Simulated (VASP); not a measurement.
# ZnS in VASP: notebook

Runs on ZnS. Level: PBE. Tasks: single point.

Everything below comes from runs of VASP 6.6.1. Logs are shortened: lines on timing, memory, paths and dates and some standing lists are left out, and cuts for length are marked.

**1. The cell of the first run**

The cell holds a sheet with vacuum, 4 atoms: a = 3.505 Å, b = 3.505 Å, c = 29.372 Å, α = 90.00°, β = 90.00°, γ = 90.00°.

**2. Single point, PBE**

INCAR reads:

```
SYSTEM = ZnS
ALGO = Normal ; DIPOL = 0.5 0.5 0.289
EDIFF = 1E-6 ; ENCUT = 520
GGA = PE ; IDIPOL = 3
ISIF = 2 ; ISMEAR = 0
LASPH = .TRUE. ; LCHARG = .TRUE.
LDIPOL = .TRUE. ; LELF = .TRUE.
LREAL = .FALSE. ; LVACPOTAV = .TRUE.
LVHAR = .TRUE. ; LWAVE = .FALSE.
NBANDS = 26 ; NELM = 80
PREC = Accurate ; SIGMA = 0.02
```

KPOINTS reads:

```
k-points
0
G
  8 8 1
  0 0 0
```

POSCAR reads:

```
ZnS
1.0
    3.5054541039      0.0000000000      0.0000000000
    0.0000000000      3.5054541039      0.0000000000
    0.0000000000      0.0000000000     29.3724558400
Zn S
2 2
Direct
    0.5000000000      0.0000000000      0.2550936517
    0.0000000000      0.5000000000      0.3236798799
    0.0000000000      0.5000000000      0.2407109692
    0.5000000000      0.0000000000      0.3380625624
```

Potentials or basis: VASP PAW PBE potentials, release 64 (Zn, S).

Started as:

```bash
> cat potpaw_PBE.64/Zn/POTCAR potpaw_PBE.64/S/POTCAR > POTCAR
> mpirun -np 1 vasp_std > vasp.out
```

OUTCAR:

```text
SYSTEM = ZnS
   EDIFF = 1E-6
   ENCUT = 520
   GGA = PE
   ISIF = 2
   ISMEAR = 0
   LASPH = .TRUE.
   LREAL = .FALSE.
   NELM = 80
   PREC = Accurate

 ion  position               nearest neighbor table
   1  0.500  0.000  0.255-   4 2.44   3 2.51   3 2.51   3 2.51   3 2.51
   2  0.000  0.500  0.324-   3 2.44   4 2.51   4 2.51   4 2.51   4 2.51
   3  0.000  0.500  0.241-   2 2.44   1 2.51   1 2.51   1 2.51   1 2.51
   4  0.500  0.000  0.338-   1 2.44   2 2.51   2 2.51   2 2.51   2 2.51

  LATTYP: Found a simple tetragonal cell.
 ALAT       =     3.5054541039
 C/A-ratio  =     8.3790730015

  Lattice vectors:

 A1 = (   3.5054541039,   0.0000000000,   0.0000000000)
 A2 = (   0.0000000000,   3.5054541039,   0.0000000000)
 A3 = (   0.0000000000,   0.0000000000,  29.3724558400)

Analysis of symmetry for initial positions (statically):
=====================================================================
 Subroutine PRICEL returns:
 Original cell was already a primitive cell.

 Routine SETGRP: Setting up the symmetry group for a
 simple tetragonal supercell.

 Subroutine GETGRP returns: Found 16 space group operations
 (whereof  4 operations were pure point group operations)
 out of a pool of 16 trial point group operations.

The static configuration has the point symmetry C_2v.
 The point group associated with its full space group is D_4h.

Analysis of symmetry for dynamics (positions and initial velocities):
=====================================================================
 Subroutine PRICEL returns:
 Original cell was already a primitive cell.

 Routine SETGRP: Setting up the symmetry group for a
 simple tetragonal supercell.

 Subroutine GETGRP returns: Found 16 space group operations
 (whereof  4 operations were pure point group operations)
 out of a pool of 16 trial point group operations.

The dynamic configuration has the point symmetry C_2v.
 The point group associated with its full space group is D_4h.

 Subroutine INISYM returns: Found 16 space group operations
 (whereof  4 operations are pure point group operations),
 and found     1 'primitive' translations

----------------------------------------------------------------------------------------

                                     Primitive cell

  volume of cell :     360.9349

  direct lattice vectors                    reciprocal lattice vectors
     3.505454104  0.000000000  0.000000000     0.285269745  0.000000000  0.000000000
     0.000000000  3.505454104  0.000000000     0.000000000  0.285269745  0.000000000
     0.000000000  0.000000000 29.372455840     0.000000000  0.000000000  0.034045502

  length of vectors
     3.505454104  3.505454104 29.372455840     0.285269745  0.285269745  0.034045502

  position of ions in fractional coordinates (direct lattice)
     0.500000000  0.000000000  0.255093652
     0.000000000  0.500000000  0.323679880
     0.000000000  0.500000000  0.240710969
     0.500000000  0.000000000  0.338062562

  ion indices of the primitive-cell ions
   primitive index   ion index
                 1           1
                 2           2
                 3           3
                 4           4

----------------------------------------------------------------------------------------

 KPOINTS: k-points

Automatic generation of k-mesh.
 Grid dimensions read from file:
 generate k-points for:    8    8    1

 Generating k-lattice:

  Cartesian coordinates                     Fractional coordinates (reciprocal lattice)
     0.035658718  0.000000000  0.000000000     0.125000000  0.000000000  0.000000000
     0.000000000  0.035658718  0.000000000     0.000000000  0.125000000  0.000000000
     0.000000000  0.000000000  0.034045502     0.000000000  0.000000000  1.000000000

  Length of vectors
     0.035658718  0.035658718  0.034045502

  Shift w.r.t. Gamma in fractional coordinates (k-lattice)
     0.000000000  0.000000000  0.000000000

 Subroutine IBZKPT returns following result:
 ===========================================

 Found     15 irreducible k-points:

 Following reciprocal coordinates:
            Coordinates               Weight
  0.000000  0.000000  0.000000      1.000000
  0.125000  0.000000  0.000000      4.000000
  0.250000  0.000000  0.000000      4.000000
  0.375000  0.000000  0.000000      4.000000
  0.500000  0.000000  0.000000      2.000000
  0.125000  0.125000  0.000000      4.000000
  0.250000  0.125000  0.000000      8.000000
  0.375000  0.125000  0.000000      8.000000
  0.500000  0.125000  0.000000      4.000000
  0.250000  0.250000  0.000000      4.000000
  0.375000  0.250000  0.000000      8.000000
  0.500000  0.250000  0.000000      4.000000
  0.375000  0.375000  0.000000      4.000000
  0.500000  0.375000  0.000000      4.000000
  0.500000  0.500000  0.000000      1.000000
   k-points           NKPTS =     15   k-points in BZ     NKDIM =     15   number of bands    NBANDS=     26
   number of dos      NEDOS =    301   number of ions     NIONS =      4
   total plane-waves  NPLWV = 175616
   dimension x,y,z NGX =    28 NGY =   28 NGZ =  224
   dimension x,y,z NGXF=    56 NGYF=   56 NGZF=  448
   ions per type =               2   2
   NGX,Y,Z   is equivalent  to a cutoff of  13.28, 13.28, 12.68 a.u.
   NGXF,Y,Z  is equivalent  to a cutoff of  26.56, 26.56, 25.36 a.u.
 SYSTEM =  ZnS
   PREC   = accura    normal or accurate (medium, high low for compatibility)
   ISTART =      0    job   : 0-new  1-cont  2-samecut
   ICHARG =      2    charge: 1-file 2-atom 10-const
   ISPIN  =      1    spin polarized calculation?
   LNONCOLLINEAR =      F non collinear calculations
   LSORBIT =      F    spin-orbit coupling
   LASPH  =      T    aspherical Exc in radial PAW
   ENCUT  =  520.0 eV  38.22 Ry    6.18 a.u.   6.52  6.52 54.61*2*pi/ulx,y,z
   NELM   =     80;   NELMIN=  2; NELMDL= -5     # of ELM steps
   EDIFF  = 0.1E-05   stopping-criterion for ELM
   LREAL  =      F    real-space projection
[... 7 lines left out ...]
   TEBEG  =    0.0;   TEEND  =   0.0 temperature during run
   PSTRESS=    0.0 pullay stress
   NELECT =      36.0000    total number of electrons
   NUPDOWN=      -1.0000    fix difference up-down
   EMIN   =  10.00;   EMAX   =-10.00  energy-range for DOS
   EFERMI =   0.00;   METHOD = LEGACY
   ISMEAR =     0;   SIGMA  =   0.02  broadening in eV -4-tet -1-fermi 0-gaus
   EFERMI_NEDOS =   21; number of points for ismear=-14 and -15
   IALGO  =     38    algorithm
   IMIX   =      4    mixing-type and parameters
     AMIX     =   0.40;   BMIX     =  1.00
     AMIX_MAG =   1.60;   BMIX_MAG =  1.00
  volume/ion in A,a.u.               =      90.23       608.93
  Fermi-wavevector in a.u.,A,eV,Ry     =   0.759217  1.434713  7.842545  0.576411
  Thomas-Fermi vector in A             =   1.857962
   LORBIT       =      0    0 simple, 1 ext, 2 COOP (PROOUT), +10 PAW based schemes
   GGA     = PE    functional components
   LHFCALC =     F    Hartree Fock is set to
   AEXX    =    0.0000 exact exchange contribution
   IVDW    =     0    specifies the selected vdW correction
   LEPSILON=     F    determine dielectric tensor
   LRPA    =     F    only Hartree local field effects (RPA)
 non-spin polarized calculation
 Gauss-broadening in eV      SIGMA  =   0.02
  energy-cutoff  :      520.00
  volume of cell :      360.93
 maximum number of plane-waves:      9837
 NGX is ok and might be reduce to    28
   NGX = 13   NGY = 13   NGZ =109

 dipolmoment           0.000000      0.000000     -0.000010 electrons x Angstroem

 number of electron      36.0000031 magnetization

 dipolmoment           0.000000      0.000000      0.000003 electrons x Angstroem

 Free energy of the ion-electron system (eV)
  ---------------------------------------------------
  ext. energy  EPLUGINS =         0.00000000
  ---------------------------------------------------
  free energy    TOTEN  =       -12.26146114 eV

  energy without entropy =      -12.26146114  energy(sigma->0) =      -12.26146114

 E-fermi :  -3.4987     XC(G=0):  -2.4162

 val. band max:       -3.6498818065   @ k =   0.5000   0.0000   0.0000
 cond. band min:      -2.9954021350   @ k =   0.5000   0.5000   0.0000
 fundamental gap:      0.6544796715
 Fermi energy:        -3.4986513818

 k-point     1 :       0.0000    0.0000    0.0000
  band No.  band energies     occupation
      1     -17.1993      2.00000
      2     -16.2808      2.00000
      3     -10.3032      2.00000
      4     -10.1299      2.00000
      5     -10.1090      2.00000
      6     -10.1057      2.00000
[... 18 lines left out ...]
     25       2.4883      0.00000
     26       2.6240      0.00000

 k-point     2 :       0.1250    0.0000    0.0000
  band No.  band energies     occupation
      1     -17.0764      2.00000
      2     -16.1978      2.00000
      3     -10.3041      2.00000
      4     -10.2038      2.00000
      5     -10.1858      2.00000
      6     -10.1477      2.00000
[... 18 lines left out ...]
     25       2.7933      0.00000
     26       2.8140      0.00000

 k-point     3 :       0.2500    0.0000    0.0000
  band No.  band energies     occupation
      1     -16.7350      2.00000
      2     -15.9936      2.00000
      3     -10.3706      2.00000
      4     -10.3505      2.00000
      5     -10.3299      2.00000
      6     -10.2566      2.00000
[... 18 lines left out ...]
     25       2.8007      0.00000
     26       3.0723      0.00000

 k-point     4 :       0.3750    0.0000    0.0000
  band No.  band energies     occupation
      1     -16.2740      2.00000
      2     -15.8188      2.00000
      3     -10.6469      2.00000
      4     -10.6331      2.00000
      5     -10.4263      2.00000
      6     -10.3868      2.00000
[... 18 lines left out ...]
     25       3.2029      0.00000
     26       3.2325      0.00000

 k-point     5 :       0.5000    0.0000    0.0000
  band No.  band energies     occupation
      1     -15.8971      2.00000
      2     -15.8971      2.00000
      3     -10.8216      2.00000
      4     -10.8216      2.00000
      5     -10.4502      2.00000
      6     -10.4502      2.00000
[... 18 lines left out ...]
     25       2.6899      0.00000
     26       2.6899      0.00000

 k-point     6 :       0.1250    0.1250    0.0000
  band No.  band energies     occupation
      1     -16.9584      2.00000
      2     -16.1199      2.00000
      3     -10.2996      2.00000
      4     -10.2928      2.00000
      5     -10.2233      2.00000
      6     -10.1448      2.00000
[... 166 lines left out ...]
 k-point    12 :       0.5000    0.2500    0.0000
  band No.  band energies     occupation
      1     -15.7155      2.00000
      2     -15.7155      2.00000
      3     -10.4502      2.00000
      4     -10.4502      2.00000
      5     -10.2791      2.00000
      6     -10.2791      2.00000
[... 18 lines left out ...]
     25       4.7955      0.00000
     26       4.7957      0.00000

 k-point    13 :       0.3750    0.3750    0.0000
  band No.  band energies     occupation
      1     -15.7478      2.00000
      2     -15.5592      2.00000
      3     -10.3421      2.00000
      4     -10.3145      2.00000
      5     -10.2450      2.00000
      6     -10.1879      2.00000
[... 18 lines left out ...]
     25       4.8496      0.00000
     26       5.1792      0.00000

 k-point    14 :       0.5000    0.3750    0.0000
  band No.  band energies     occupation
      1     -15.5788      2.00000
      2     -15.5788      2.00000
      3     -10.2682      2.00000
      4     -10.2682      2.00000
      5     -10.1882      2.00000
      6     -10.1882      2.00000
[... 18 lines left out ...]
     25       5.7964      0.00000
     26       5.7964      0.00000

 k-point    15 :       0.5000    0.5000    0.0000
  band No.  band energies     occupation
      1     -15.5199      2.00000
      2     -15.5199      2.00000
      3     -10.2572      2.00000
      4     -10.2572      2.00000
      5     -10.1166      2.00000
      6     -10.1166      2.00000
[... 18 lines left out ...]
     25       5.3217      0.00000
     26       5.3217      0.00000

------------------------ aborting loop because EDIFF is reached ----------------------------------------

  FORCE on cell =-STRESS in cart. coord.  units (eV):
  Direction    XX          YY          ZZ          XY          YZ          ZX
  --------------------------------------------------------------------------------------
  -------------------------------------------------------------------------------------
  Total        0.0504374      0.0504374      0.0073413      0.0000000      0.0000000      0.0000000
  in kB        0.2238899      0.2238899      0.0325879      0.0000000      0.0000000      0.0000000
  external PRESSURE =       0.1601226 kB  Pullay stress =       0.0000000 kB

 VOLUME and BASIS-vectors are now :
 -----------------------------------------------------------------------------
  energy-cutoff  :      520.00
  volume of cell :      360.93
      direct lattice vectors                 reciprocal lattice vectors
     3.505454104  0.000000000  0.000000000     0.285269745  0.000000000  0.000000000
     0.000000000  3.505454104  0.000000000     0.000000000  0.285269745  0.000000000
     0.000000000  0.000000000 29.372455840     0.000000000  0.000000000  0.034045502

 POSITION                                       TOTAL-FORCE (eV/Angst)
 -----------------------------------------------------------------------------------
      1.75273      0.00000      7.49273         0.000000      0.000000      0.013559
      0.00000      1.75273      9.50727         0.000000      0.000000     -0.013559
      0.00000      1.75273      7.07027        -0.000000     -0.000000     -0.017372
      1.75273      0.00000      9.92973        -0.000000     -0.000000      0.017372
 -----------------------------------------------------------------------------------
    total drift:                                0.000000      0.000000     -0.000223

  FREE ENERGIE OF THE ION-ELECTRON SYSTEM (eV)
  ---------------------------------------------------
  free  energy   TOTEN  =       -12.2614611354 eV

  energy  without entropy=      -12.2614611354  energy(sigma->0) =      -12.26146114

 vacuum level on the upper side and lower side of the slab         1.720         1.720
```

Wall time 1.9 min (1 thread of Intel Xeon 6975P-C (Granite Rapids), shared host); peak memory 0.49 GiB.

Results:

- Free energy: -12.2615 eV
- Largest force: 0.017 eV/Å
- Band gap on the k mesh: 0.65 eV, indirect (least direct gap 2.24 eV)

Forces in eV/Å, atoms in the order of the input:
```
Zn   0.000  0.000  0.014
Zn   0.000  0.000 -0.014
S    0.000  0.000 -0.017
S    0.000  0.000  0.017
```

Levels at points of the mesh, in eV from the valence-band top:
```csv
k point,band 16,band 17,band 18,band 19,band 20,band 21
"(0.00, 0.00, 0.00)",-1.35,-0.93,-0.93,1.31,1.66,4.72
"(0.50, 0.00, 0.00)",-1.82,0.00,0.00,4.26,4.26,5.50
"(0.50, 0.50, 0.00)",-3.20,-2.53,-2.53,0.65,0.65,5.69
```

(Continued in part 2 of 2.)
